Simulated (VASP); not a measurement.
# SiNi (WC type) (P-6m2) in VASP: further runs, part 2 of 2

VASP 6.6.1. The steps go on from the part before.

### 3 Relaxation of cell and atoms, PBE, target pressure 0.087 GPa, at which the enthalpy is minimised

This run uses another cell than the first one, of 13.32 Å³/atom.

Input file INCAR:

```
  PREC = Accurate
  ENCUT = 600
  EDIFF = 1E-7
  ISMEAR = -1
  SIGMA = 0.1
  LREAL = False
  LASPH = True
  NELM = 100
  ALGO = Normal
  ISIF = 3
  LWAVE = False
  LCHARG = False
  GGA = PE
  IBRION = 2
  NSW = 60
  EDIFFG = -0.005
  PSTRESS = 0.8699999999999999
```

Input file KPOINTS:

```
Automatic mesh
0
Gamma
  15 15 13
```

Input file POSCAR:

```
SiNi
1.0
    3.1542568691      0.0000000000      0.0000000000
   -1.5771284346      2.7316665787      0.0000000000
    0.0000000000      0.0000000000      3.0911717317
Ni Si
1 1
Direct
    0.0000000000      0.0000000000      0.0000000000
    0.3333333333      0.6666666667      0.5000000000
```

Potentials or basis: VASP PAW PBE potentials, release 64 (Ni, Si).

Command:

```
$ cat potpaw_PBE.64/Ni/POTCAR potpaw_PBE.64/Si/POTCAR > POTCAR
$ mpirun -np 1 vasp_std > vasp.out
```

OUTCAR:

```text
PREC = Accurate
   ENCUT = 600
   EDIFF = 1E-7
   ISMEAR = -1
   LREAL = False
   LASPH = True
   NELM = 100
   ISIF = 3
   GGA = PE
   IBRION = 2
   NSW = 60
   EDIFFG = -0.005
   PSTRESS = 0.8699999999999999

 ion  position               nearest neighbor table
   1  0.000  0.000  0.000-   2 2.39   2 2.39   2 2.39   2 2.39   2 2.39   2 2.39
   2  0.333  0.667  0.500-   1 2.39   1 2.39   1 2.39   1 2.39   1 2.39   1 2.39

  LATTYP: Found a hexagonal cell.
 ALAT       =     3.1542568691
 C/A-ratio  =     0.9800000000

  Lattice vectors:

 A1 = (   3.1542568691,   0.0000000000,   0.0000000000)
 A2 = (  -1.5771284346,   2.7316665787,   0.0000000000)
 A3 = (   0.0000000000,   0.0000000000,   3.0911717317)

Analysis of symmetry for initial positions (statically):
=====================================================================
 Subroutine PRICEL returns:
 Original cell was already a primitive cell.

 Routine SETGRP: Setting up the symmetry group for a
 hexagonal supercell.

 Subroutine GETGRP returns: Found 12 space group operations
 (whereof 12 operations were pure point group operations)
 out of a pool of 24 trial point group operations.

The static configuration has the point symmetry D_3h.

Analysis of symmetry for dynamics (positions and initial velocities):
=====================================================================
 Subroutine PRICEL returns:
 Original cell was already a primitive cell.

 Routine SETGRP: Setting up the symmetry group for a
 hexagonal supercell.

 Subroutine GETGRP returns: Found 12 space group operations
 (whereof 12 operations were pure point group operations)
 out of a pool of 24 trial point group operations.

The dynamic configuration has the point symmetry D_3h.

 Subroutine INISYM returns: Found 12 space group operations
 (whereof 12 operations are pure point group operations),
 and found     1 'primitive' translations

----------------------------------------------------------------------------------------

                                     Primitive cell

  volume of cell :      26.6347
[... 135 lines left out ...]
  ---------------------------------------------------
  free energy    TOTEN  =       -11.34972424 eV

  energy without entropy =      -11.33105409  energy(sigma->0) =      -11.34038916

------------------------ aborting loop because EDIFF is reached ----------------------------------------

  FORCE on cell =-STRESS in cart. coord.  units (eV):
  Direction    XX          YY          ZZ          XY          YZ          ZX
  --------------------------------------------------------------------------------------
  -------------------------------------------------------------------------------------
  Total       -0.9718480     -0.9718480     -1.7087360      0.0000000      0.0000000     -0.0000000
  in kB      -58.4602990    -58.4602990   -102.7868759      0.0000000      0.0000000     -0.0000000
  external PRESSURE =     -74.1058246 kB  Pullay stress =       0.8700000 kB
[... 97 lines left out ...]
  energy  without entropy=      -11.3682784290  energy(sigma->0) =      -11.37716587

  enthalpy is  TOTEN    =       -11.3723535033 eV   P V=        0.0136998114

 E-fermi :  10.0543     XC(G=0): -11.9732

 val. band max:       10.0421874420   @ k =   0.2667   0.0000   0.0769
 cond. band min:      10.0796309824   @ k =   0.1333   0.0667   0.2308
 fundamental gap:      0.0374435405
 Fermi energy:        10.0542663195

 k-point     1 :       0.0000    0.0000    0.0000
  band No.  band energies     occupation
      1      -2.8194      2.00000
      2       6.2174      2.00000
      3       6.7862      2.00000
      4       6.7862      2.00000
      5       7.7475      2.00000
      6       7.7475      2.00000
      7      12.9150      0.00000
      8      14.5679      0.00000
      9      14.5679      0.00000
     10      16.8742      0.00000
     11      17.9131      0.00000
[... 310 lines left out ...]
  band No.  band energies     occupation
      1       1.0673      2.00000
      2       3.3732      2.00000
      3       5.6868      2.00000
      4       7.0706      2.00000
      5       7.4622      2.00000
      6       7.9898      2.00000
      7       8.2890      2.00000
      8       8.9609      1.99996
      9      17.2061      0.00000
     10      18.9452      0.00000
     11      20.2507      0.00000

 [... further k-points ...]

[... ionic steps 4 to 21 ...]

--------------------------------------- Ionic step       22  -------------------------------------------

 number of electron      14.0000007 magnetization

------------------------ aborting loop because EDIFF is reached ----------------------------------------
[... 71 lines left out ...]
--------------------------------------- Ionic step       24  -------------------------------------------

 number of electron      14.0000007 magnetization

 Free energy of the ion-electron system (eV)
  ---------------------------------------------------
  ext. energy  EPLUGINS =         0.00000000
  ---------------------------------------------------
  free energy    TOTEN  =       -11.67236498 eV

  energy without entropy =      -11.64029671  energy(sigma->0) =      -11.65633084

 E-fermi :   9.1569     XC(G=0): -11.7189

 val. band max:        9.1470291243   @ k =   0.2000   0.1333   0.3846
 cond. band min:       9.1577201003   @ k =   0.1333   0.1333   0.0769
 fundamental gap:      0.0106909759
 Fermi energy:         9.1568708894

 k-point     1 :       0.0000    0.0000    0.0000
  band No.  band energies     occupation
      1      -3.2649      2.00000
      2       5.4808      2.00000
      3       5.5899      2.00000
      4       5.5899      2.00000
      5       7.5682      2.00000
      6       7.5682      2.00000
      7      11.8288      0.00000
      8      11.8288      0.00000
      9      14.0758      0.00000
     10      15.4559      0.00000
     11      15.4559      0.00000
[... 355 lines left out ...]
  energy  without entropy=      -11.6402967086  energy(sigma->0) =      -11.65633084

  enthalpy is  TOTEN    =       -11.6581544175 eV   P V=        0.0142105623

 reached required accuracy - stopping structural energy minimisation
```

CONTCAR:

```text
SiNi
   1.00000000000000
     3.4831708972220419   -0.0000000000063882    0.0000000000000000
    -1.7415854486717675    3.0165144827172461   -0.0000000000000000
     0.0000000000000000    0.0000000000000000    2.4907055833150360
  Ni              Si
     1     1
Direct
     0.0000000000000000    0.0000000000000000    0.0000000000000000
     0.3333333332999970    0.6666666667000030    0.5000000000000000

  0.00000000E+00  0.00000000E+00  0.00000000E+00
  0.00000000E+00  0.00000000E+00  0.00000000E+00
```

Wall time 7.4 min (1 thread of Intel Xeon 6975P-C (Granite Rapids), shared host); peak memory 0.24 GiB.

Results:

```
Free energy                                                : -11.6724 eV
Relaxed volume                                             : 13.08 Å³/atom
Relaxed cell                                               : a = 3.483 Å, b = 3.483 Å, c = 2.491 Å, α = 90.00°, β = 90.00°, γ = 120.00°
Space group after relaxing (to 0.1 Å)                      : P-6m2 (No. 187)
Energy change on relaxing (the run minimises the enthalpy) : -161.3 meV/atom
Ionic steps                                                : 24
Pressure after relaxing                                    : 0.1 GPa
Band gap on the k mesh                                     : zero (bands 7 and 8 overlap by 4.80 eV)
```

Step by step:
```csv
step,energy change (eV),largest force (eV/Å),pressure (GPa),volume (Å³)
1,0.0000,0.0000,-7.32,26.63
2,-0.0180,0.0000,7.13,24.33
3,-0.0363,0.0000,0.60,25.23
4,-0.0439,0.0000,0.82,25.25
5,-0.0788,0.0000,1.43,25.28
6,-0.1833,0.0000,2.93,25.24
7,-0.2371,0.0000,12.79,24.71
8,-0.2788,0.0000,5.69,25.07
9,-0.2908,0.0000,8.53,24.91
10,-0.2923,0.0000,8.38,24.95
11,-0.2950,0.0000,7.97,25.06
12,-0.2919,0.0000,7.32,25.27
13,-0.2954,0.0000,7.78,25.11
14,-0.2982,0.0000,7.33,25.17
15,-0.3057,0.0000,6.04,25.33
16,-0.3164,0.0000,3.58,25.66
17,-0.3222,0.0000,-0.87,26.32
18,-0.3226,0.0000,0.11,26.17
19,-0.3226,0.0000,0.20,26.15
20,-0.3226,0.0000,0.21,26.15
21,-0.3226,0.0000,0.20,26.15
22,-0.3226,0.0000,0.21,26.15
23,-0.3226,0.0000,0.16,26.16
24,-0.3226,0.0000,0.10,26.17
```

Final structure:
```xyz
2
Lattice="3.4832 0.0000 0.0000 -1.7416 3.0165 0.0000 0.0000 0.0000 2.4907" Properties=species:S:1:pos:R:3 pbc="T T T"
Ni    0.0000    0.0000    0.0000
Si    0.0000    2.0110    1.2454
```

Caveat: the cell is relaxed towards a set pressure, so the run minimises the enthalpy, not the energy; a cell axis changed by over 15 % at a fixed basis, so the end point is rough. Spin polarisation is off, so any magnetic state and its effect on volume and gap are missing.
